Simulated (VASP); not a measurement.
# MgS (R-3m) in VASP: notebook

MgS is run at these levels: LDA; tasks: electric field gradients.

Everything below comes from runs of VASP 6.6.1. Logs are shortened: lines on timing, memory, paths and dates and some standing lists are left out, and cuts for length are marked.

### 1 The cell of the first run

The structure is trigonal, space group R-3m (No. 166). The conventional cell has a = 3.661 Å, b = 3.661 Å, c = 9.103 Å, α = 90.00°, β = 90.00°, γ = 120.00°. Mg (site symmetry -3m) has 6 S at 2.60 Å within 3.4 Å. Within 3.4 Å of S (site symmetry -3m) lie 6 Mg at 2.60 Å.

### 2 Electric field gradients, LDA (equal xy, yz and zx shear strains of +1 %)

INCAR reads:

```
PREC = Accurate ; ENCUT = 520
EDIFF = 1E-8 ; ISMEAR = -1
SIGMA = 0.01 ; LREAL = False
LASPH = True ; NELM = 100
ALGO = Normal ; ISIF = 2
LWAVE = False ; LCHARG = False
LEFG = True ; NBANDS = 11
```

KPOINTS reads:

```
regular mesh
0
Gamma
  8 8 8
```

POSCAR reads:

```
MgS
1.0
    0.0260165000      2.6146582500      2.6146582500
    2.6146582500      0.0260165000      2.6146582500
    2.6146582500      2.6146582500      0.0260165000
Mg S
1 1
Direct
    0.0000000000      0.0000000000      0.0000000000
    0.5000000000      0.5000000000      0.5000000000
```

Potentials or basis: VASP PAW LDA potentials, release 64 (Mg, S).

Command:

```sh
> cat potpaw_LDA.64/Mg/POTCAR potpaw_LDA.64/S/POTCAR > POTCAR
> mpirun -np 1 vasp_std > vasp.out
```

OUTCAR:

```text
PREC = Accurate
   ENCUT = 520
   EDIFF = 1E-8
   ISMEAR = -1
   LREAL = False
   LASPH = True
   NELM = 100
   ISIF = 2

 ion  position               nearest neighbor table
   1  0.000  0.000  0.000-   2 2.60   2 2.60   2 2.60   2 2.60   2 2.60   2 2.60
   2  0.500  0.500  0.500-   1 2.60   1 2.60   1 2.60   1 2.60   1 2.60   1 2.60

  LATTYP: Found a trigonal (rhomboedric) cell.
 ALAT       =     3.6977766816
 COS(alpha) =     0.5099250056

  Lattice vectors:

 A1 = (   0.0260165000,   2.6146582500,   2.6146582500)
 A2 = (   2.6146582500,   0.0260165000,   2.6146582500)
 A3 = (   2.6146582500,   2.6146582500,   0.0260165000)

Analysis of symmetry for initial positions (statically):
=====================================================================
 Subroutine PRICEL returns:
 Original cell was already a primitive cell.

 Routine SETGRP: Setting up the symmetry group for a
 trigonal (rhombohedral) supercell.

 Subroutine GETGRP returns: Found 12 space group operations
 (whereof 12 operations were pure point group operations)
 out of a pool of 12 trial point group operations.

The static configuration has the point symmetry D_3d.

Analysis of symmetry for dynamics (positions and initial velocities):
=====================================================================
 Subroutine PRICEL returns:
 Original cell was already a primitive cell.

 Routine SETGRP: Setting up the symmetry group for a
 trigonal (rhombohedral) supercell.

 Subroutine GETGRP returns: Found 12 space group operations
 (whereof 12 operations were pure point group operations)
 out of a pool of 12 trial point group operations.

The dynamic configuration has the point symmetry D_3d.

 Subroutine INISYM returns: Found 12 space group operations
 (whereof 12 operations are pure point group operations),
 and found     1 'primitive' translations

----------------------------------------------------------------------------------------

                                     Primitive cell

  volume of cell :      35.2163

  direct lattice vectors                    reciprocal lattice vectors
     0.026016500  2.614658250  2.614658250    -0.194107681  0.192195290  0.192195290
     2.614658250  0.026016500  2.614658250     0.192195290 -0.194107681  0.192195290
     2.614658250  2.614658250  0.026016500     0.192195290  0.192195290 -0.194107681

  length of vectors
     3.697776682  3.697776682  3.697776682     0.333999777  0.333999777  0.333999777

  position of ions in fractional coordinates (direct lattice)
     0.000000000  0.000000000  0.000000000
     0.500000000  0.500000000  0.500000000

  ion indices of the primitive-cell ions
   primitive index   ion index
                 1           1
                 2           2

----------------------------------------------------------------------------------------

 KPOINTS: regular mesh

Automatic generation of k-mesh.
 Grid dimensions read from file:
 generate k-points for:    8    8    8

 Generating k-lattice:

  Cartesian coordinates                     Fractional coordinates (reciprocal lattice)
    -0.024263460  0.024024411  0.024024411     0.125000000  0.000000000  0.000000000
     0.024024411 -0.024263460  0.024024411     0.000000000  0.125000000  0.000000000
     0.024024411  0.024024411 -0.024263460     0.000000000  0.000000000  0.125000000

  Length of vectors
     0.041749972  0.041749972  0.041749972

  Shift w.r.t. Gamma in fractional coordinates (k-lattice)
     0.000000000  0.000000000  0.000000000

 Subroutine IBZKPT returns following result:
 ===========================================

 Found     65 irreducible k-points:

 Following reciprocal coordinates:
            Coordinates               Weight
  0.000000  0.000000  0.000000      1.000000
  0.125000  0.000000  0.000000      6.000000
  0.250000  0.000000  0.000000      6.000000
  0.375000  0.000000  0.000000      6.000000
  0.500000  0.000000  0.000000      3.000000
  0.125000  0.125000  0.000000      6.000000
[... 16 lines left out ...]
  0.250000  0.125000  0.125000      6.000000
  0.375000  0.125000  0.125000      6.000000
 [... further k-points ...]
   k-points           NKPTS =     65   k-points in BZ     NKDIM =     65   number of bands    NBANDS=     11
   number of dos      NEDOS =    301   number of ions     NIONS =      2
   total plane-waves  NPLWV =  21952
   dimension x,y,z NGX =    28 NGY =   28 NGZ =   28
   dimension x,y,z NGXF=    56 NGYF=   56 NGZF=   56
   ions per type =               1   1
   NGX,Y,Z   is equivalent  to a cutoff of  12.59, 12.59, 12.59 a.u.
   NGXF,Y,Z  is equivalent  to a cutoff of  25.18, 25.18, 25.18 a.u.
 SYSTEM =  unknown system
   PREC   = accura    normal or accurate (medium, high low for compatibility)
   ISTART =      0    job   : 0-new  1-cont  2-samecut
   ICHARG =      2    charge: 1-file 2-atom 10-const
   ISPIN  =      1    spin polarized calculation?
   LNONCOLLINEAR =      F non collinear calculations
   LSORBIT =      F    spin-orbit coupling
   LASPH  =      T    aspherical Exc in radial PAW
   ENCUT  =  520.0 eV  38.22 Ry    6.18 a.u.   6.88  6.88  6.88*2*pi/ulx,y,z
   NELM   =    100;   NELMIN=  2; NELMDL= -5     # of ELM steps
   EDIFF  = 0.1E-07   stopping-criterion for ELM
   LREAL  =      F    real-space projection
   EDIFFG = 0.1E-06   stopping-criterion for IOM
   NSW    =      0    number of steps for IOM
   IBRION =     -1    ionic relax: 0-MD 1-quasi-New 2-CG
   NFREE  =      0    steps in history (QN), initial steepest desc. (CG)
   ISIF   =      2    stress and relaxation
   ISYM   =      2    0-nonsym 1-usesym 2-fastsym
   POTIM  = 0.5000    time-step for ionic-motion
   TEBEG  =    0.0;   TEEND  =   0.0 temperature during run
   PSTRESS=    0.0 pullay stress
   NELECT =       8.0000    total number of electrons
   NUPDOWN=      -1.0000    fix difference up-down
   EMIN   =  10.00;   EMAX   =-10.00  energy-range for DOS
   EFERMI =   0.00;   METHOD = LEGACY
   ISMEAR =    -1;   SIGMA  =   0.01  broadening in eV -4-tet -1-fermi 0-gaus
   EFERMI_NEDOS =   21; number of points for ismear=-14 and -15
   IALGO  =     38    algorithm
   IMIX   =      4    mixing-type and parameters
     AMIX     =   0.40;   BMIX     =  1.00
     AMIX_MAG =   1.60;   BMIX_MAG =  1.00
  volume/ion in A,a.u.               =      17.61       118.83
  Fermi-wavevector in a.u.,A,eV,Ry     =   0.998903  1.887654 13.575999  0.997808
  Thomas-Fermi vector in A             =   2.131158
   LORBIT       =      0    0 simple, 1 ext, 2 COOP (PROOUT), +10 PAW based schemes
   GGA     = CA    functional components
   LHFCALC =     F    Hartree Fock is set to
   AEXX    =    0.0000 exact exchange contribution
   IVDW    =     0    specifies the selected vdW correction
   LEPSILON=     F    determine dielectric tensor
   LRPA    =     F    only Hartree local field effects (RPA)
 non-spin polarized calculation
  energy-cutoff  :      520.00
  volume of cell :       35.22
 maximum number of plane-waves:       960
   NGX = 13   NGY = 13   NGZ = 13

 number of electron       8.0000000 magnetization

 Free energy of the ion-electron system (eV)
  ---------------------------------------------------
  ext. energy  EPLUGINS =         0.00000000
  ---------------------------------------------------
  free energy    TOTEN  =        -9.56958201 eV

  energy without entropy =       -9.56958201  energy(sigma->0) =       -9.56958201

 E-fermi :   3.8104     XC(G=0):  -9.9883

 val. band max:        3.6281977685   @ k =   0.0000   0.0000   0.0000
 cond. band min:       6.1364612832   @ k =   0.5000   0.5000   0.0000
 fundamental gap:      2.5082635147
 Fermi energy:         3.8104052329

 k-point     1 :       0.0000    0.0000    0.0000
  band No.  band energies     occupation
      1      -9.0591      2.00000
      2       3.4893      2.00000
      3       3.6282      2.00000
      4       3.6282      2.00000
      5       7.0688      0.00000
      6      11.2583      0.00000
      7      11.5041      0.00000
      8      11.5041      0.00000
      9      13.8494      0.00000
     10      13.8494      0.00000
     11      15.9188      0.00000
[... 309 lines left out ...]
 k-point    24 :       0.3750    0.1250    0.1250
  band No.  band energies     occupation
      1      -8.2126      2.00000
      2       0.2318      2.00000
      3       2.2898      2.00000
      4       3.2802      2.00000
      5       9.0686      0.00000
      6      10.5328      0.00000
      7      11.1080      0.00000
      8      11.6636      0.00000
      9      13.4920      0.00000
     10      16.0446      0.00000
     11      16.2663      0.00000

 [... further k-points ...]
[... 5 lines left out ...]
  --------------------------------------------------------------------------------------
  -------------------------------------------------------------------------------------
  Total       -0.8430037     -0.8430037     -0.8430037     -0.1212193     -0.1212193     -0.1212193
  in kB      -38.3526962    -38.3526962    -38.3526962     -5.5149091     -5.5149091     -5.5149091
  external PRESSURE =     -38.3526962 kB  Pullay stress =       0.0000000 kB

 VOLUME and BASIS-vectors are now :
 -----------------------------------------------------------------------------
  energy-cutoff  :      520.00
  volume of cell :       35.22
      direct lattice vectors                 reciprocal lattice vectors
     0.026016500  2.614658250  2.614658250    -0.194107681  0.192195290  0.192195290
     2.614658250  0.026016500  2.614658250     0.192195290 -0.194107681  0.192195290
     2.614658250  2.614658250  0.026016500     0.192195290  0.192195290 -0.194107681

 POSITION                                       TOTAL-FORCE (eV/Angst)
 -----------------------------------------------------------------------------------
      0.00000      0.00000      0.00000         0.000000     -0.000000     -0.000000
      2.62767      2.62767      2.62767        -0.000000      0.000000      0.000000
 -----------------------------------------------------------------------------------
    total drift:                                0.000000      0.000000      0.000000

  FREE ENERGIE OF THE ION-ELECTRON SYSTEM (eV)
  ---------------------------------------------------
  free  energy   TOTEN  =        -9.5695820110 eV

  energy  without entropy=       -9.5695820110  energy(sigma->0) =       -9.56958201

 Electric field gradients (V/A^2)
---------------------------------------------------------------------
 ion       V_xx      V_yy      V_zz      V_xy      V_xz      V_yz
---------------------------------------------------------------------
   1      -0.000    -0.000     0.000    -0.171    -0.171    -0.171
   2       0.000     0.000     0.000     2.838     2.838     2.838
---------------------------------------------------------------------

 Electric field gradients after diagonalization (V/A^2)
 (convention: |V_zz| > |V_xx| > |V_yy|)
----------------------------------------------------------------------
 ion       V_xx      V_yy      V_zz     asymmetry (V_yy - V_xx)/ V_zz
----------------------------------------------------------------------
   1       0.171     0.171    -0.343       0.000
   2      -2.838    -2.838     5.676       0.000
----------------------------------------------------------------------

           NMR quadrupolar parameters

 Cq : quadrupolar parameter    Cq=e*Q*V_zz/h
 eta: asymmetry parameters     (V_yy - V_xx)/ V_zz
 Q  : nuclear electric quadrupole moment in mb (millibarn)
----------------------------------------------------------------------
 ion       Cq(MHz)       eta       Q (mb)
----------------------------------------------------------------------
   1      -0.001       0.000       1.000
   2       0.014       0.000       1.000
----------------------------------------------------------------------
```

Run time: 23 s. Hardware: 1 thread of Intel Xeon 6975P-C (Granite Rapids), shared host; peak memory 0.15 GiB.

Results:

```
Free energy            : -9.5696 eV
Pressure               : -3.8 GPa
Band gap on the k mesh : 2.51 eV, indirect (least direct gap 3.44 eV)
```

Stress tensor (GPa, compression positive):
```
-3.84 -0.55 -0.55
-0.55 -3.84 -0.55
-0.55 -0.55 -3.84
```

Electric field gradients, principal values (V/Å²):
```tsv
atom	least	middle	greatest (by size)
1 Mg	0.171	0.171	-0.343
2 S	-2.838	-2.838	5.676
```

Caveat: the cell differs from its parent crystal (equal xy, yz and zx shear strains of +1 %); without QUAD_EFG the Cq values of the log hold for a quadrupole moment of 1 mb, not for the nuclei. A k mesh can miss the band edges.

### 3 Electric field gradients, LDA (equal xy, yz and zx shear strains of +3 %)

INCAR reads:

```
ALGO = Normal
EDIFF = 1E-8
ENCUT = 520
ISIF = 2
ISMEAR = -1
LASPH = True
LCHARG = False
LEFG = True
LREAL = False
LWAVE = False
NBANDS = 11
NELM = 100
PREC = Accurate
SIGMA = 0.01
```

KPOINTS reads:

```
k-points
0
Gamma
  8 8 8
```

POSCAR reads:

```
MgS
1.0
    0.0780495000      2.6406747500      2.6406747500
    2.6406747500      0.0780495000      2.6406747500
    2.6406747500      2.6406747500      0.0780495000
Mg S
1 1
Direct
    0.0000000000      0.0000000000      0.0000000000
    0.5000000000      0.5000000000      0.5000000000
```

Potentials or basis: VASP PAW LDA potentials, release 64 (Mg, S).

Command:

```sh
> cat potpaw_LDA.64/Mg/POTCAR potpaw_LDA.64/S/POTCAR > POTCAR
> mpirun -np 1 vasp_std > vasp.out
```

OUTCAR:

```text
EDIFF = 1E-8
   ENCUT = 520
   ISIF = 2
   ISMEAR = -1
   LASPH = True
   LREAL = False
   NELM = 100
   PREC = Accurate

 ion  position               nearest neighbor table
   1  0.000  0.000  0.000-   2 2.60   2 2.60   2 2.60   2 2.60   2 2.60   2 2.60
   2  0.500  0.500  0.500-   1 2.60   1 2.60   1 2.60   1 2.60   1 2.60   1 2.60

  LATTYP: Found a trigonal (rhomboedric) cell.
 ALAT       =     3.7352935621
 COS(alpha) =     0.5293254421

  Lattice vectors:

 A1 = (   0.0780495000,   2.6406747500,   2.6406747500)
 A2 = (   2.6406747500,   0.0780495000,   2.6406747500)
 A3 = (   2.6406747500,   2.6406747500,   0.0780495000)

Analysis of symmetry for initial positions (statically):
[... 547 lines left out ...]
  energy  without entropy=       -9.5554575475  energy(sigma->0) =       -9.55545755

 Electric field gradients (V/A^2)
---------------------------------------------------------------------
 ion       V_xx      V_yy      V_zz      V_xy      V_xz      V_yz
---------------------------------------------------------------------
   1       0.000    -0.000    -0.000    -0.506    -0.506    -0.506
   2      -0.000    -0.000     0.000     8.676     8.676     8.676
---------------------------------------------------------------------

 Electric field gradients after diagonalization (V/A^2)
 (convention: |V_zz| > |V_xx| > |V_yy|)
----------------------------------------------------------------------
 ion       V_xx      V_yy      V_zz     asymmetry (V_yy - V_xx)/ V_zz
----------------------------------------------------------------------
   1       0.506     0.506    -1.012       0.000
   2      -8.676    -8.676    17.352       0.000
----------------------------------------------------------------------

           NMR quadrupolar parameters

 Cq : quadrupolar parameter    Cq=e*Q*V_zz/h
 eta: asymmetry parameters     (V_yy - V_xx)/ V_zz
 Q  : nuclear electric quadrupole moment in mb (millibarn)
----------------------------------------------------------------------
 ion       Cq(MHz)       eta       Q (mb)
----------------------------------------------------------------------
   1      -0.002       0.000       1.000
   2       0.042       0.000       1.000
----------------------------------------------------------------------
```

OSZICAR:

```text
N       E                     dE             d eps       ncg     rms          rms(c)
DAV:   1     0.193215287067E+02    0.19322E+02   -0.35365E+03  1502   0.588E+02
DAV:   2    -0.871943777884E+01   -0.28041E+02   -0.26615E+02  1808   0.982E+01
DAV:   3    -0.998861189001E+01   -0.12692E+01   -0.12674E+01  1790   0.220E+01
DAV:   4    -0.999616388265E+01   -0.75520E-02   -0.75514E-02  1699   0.200E+00
DAV:   5    -0.999623279130E+01   -0.68909E-04   -0.68908E-04  1760   0.189E-01    0.442E+00
DAV:   6    -0.961014850797E+01    0.38608E+00   -0.85106E-01  1661   0.353E+00    0.338E+00
DAV:   7    -0.956113202118E+01    0.49016E-01   -0.19522E-01  1729   0.181E+00    0.212E+00
DAV:   8    -0.955589838938E+01    0.52336E-02   -0.13230E-02  1583   0.630E-01    0.857E-01
DAV:   9    -0.955549308569E+01    0.40530E-03   -0.78453E-04  1684   0.143E-01    0.370E-01
DAV:  10    -0.955546902729E+01    0.24058E-04   -0.51155E-05  1701   0.356E-02    0.182E-01
DAV:  11    -0.955545748241E+01    0.11545E-04   -0.53531E-05  1682   0.308E-02    0.156E-02
DAV:  12    -0.955545757170E+01   -0.89288E-07   -0.73290E-07  1636   0.576E-03    0.144E-02
DAV:  13    -0.955545755308E+01    0.18622E-07   -0.37205E-08  1727   0.112E-03    0.253E-03
DAV:  14    -0.955545754751E+01    0.55701E-08   -0.20849E-08  1024   0.604E-04
   1 F= -.95554575E+01 E0= -.95554575E+01  d E =-.350754E-13
```

Wall time 26 s (1 thread of Intel Xeon 6975P-C (Granite Rapids), shared host); peak memory 0.15 GiB.

Results:

```yaml
Free_energy: -9.5555 eV
Pressure: -3.8 GPa
Band_gap_on_the_k_mesh: 2.38 eV, indirect (least direct gap 3.30 eV)
```

Electric field gradients, principal values (V/Å²):
| atom | least | middle | greatest (by size) |
| --- | --- | --- | --- |
| 1 Mg | 0.506 | 0.506 | -1.012 |
| 2 S | -8.676 | -8.676 | 17.352 |

Caveat: the cell differs from its parent crystal (equal xy, yz and zx shear strains of +3 %); without QUAD_EFG the Cq values of the log hold for a quadrupole moment of 1 mb, not for the nuclei. A k mesh can miss the band edges.

[end of part 1 of 2]
